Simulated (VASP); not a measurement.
Set up this calculation in VASP 6.6.1, as the native input.

```yaml
Task: single point
Functional: BLYP
Potentials_or_basis: VASP PAW PBE potentials, release 64 (Al, N)
Cutoff: 520 eV
k_mesh: 11 × 11 × 11
Occupations: fermi-dirac, width 0.05 eV
Spin: no spin polarisation
Dipole_correction: no
Further_INCAR_settings: ALGO = Normal; EDIFF = 1e-07; NBANDS = 11
```

The structure of AlN lies in POSCAR:

```
AlN
1.0
    0.0000000000      2.0466947644      2.0466947644
    2.0466947644      0.0000000000      2.0466947644
    2.0466947644      2.0466947644      0.0000000000
Al N
1 1
Direct
    0.5000000000      0.5000000000      0.5000000000
    0.0000000000      0.0000000000      0.0000000000
```

The input as run:

INCAR

```
SYSTEM = AlN
PREC     = Accurate       ! precision mode
ENCUT    = 520            ! plane-wave cutoff, eV
EDIFF    = 1E-7           ! SCF threshold, eV
ISMEAR   = -1             ! smearing method
SIGMA    = 0.05           ! smearing width, eV
LREAL    = .False.        ! projectors in reciprocal space
LASPH    = .True.         ! aspherical terms in the spheres
NELM     = 60             ! most SCF steps
ALGO     = Normal         ! electronic algorithm
ISIF     = 2              ! what is computed and relaxed
LWAVE    = .False.        ! write WAVECAR
LCHARG   = .False.        ! write CHGCAR
GGA      = B5             ! functional
ALDAX    = 1.0          
AGGAX    = 1.0          
AGGAC    = 1.0          
ALDAC    = 0.0          
NBANDS   = 11             ! bands
```

KPOINTS

```
Automatic mesh
0
Gamma
  11 11 11
  0 0 0
```

Potentials or basis: VASP PAW PBE potentials, release 64 (Al, N).

Run with:

```sh
$ cat potpaw_PBE.64/Al/POTCAR potpaw_PBE.64/N/POTCAR > POTCAR
$ mpirun -np 1 vasp_std > vasp.out
```

Results of the run:

```
Pressure               : 0.4 GPa
Band gap on the k mesh : 4.48 eV, indirect (least direct gap 5.41 eV)
```

Caveat: the PAW data sets were made with another functional, which shifts forces and pressure a little.

Wall time 22 s on 1 thread of Intel Xeon 8259CL, on a shared host, peak memory 0.14 GiB.
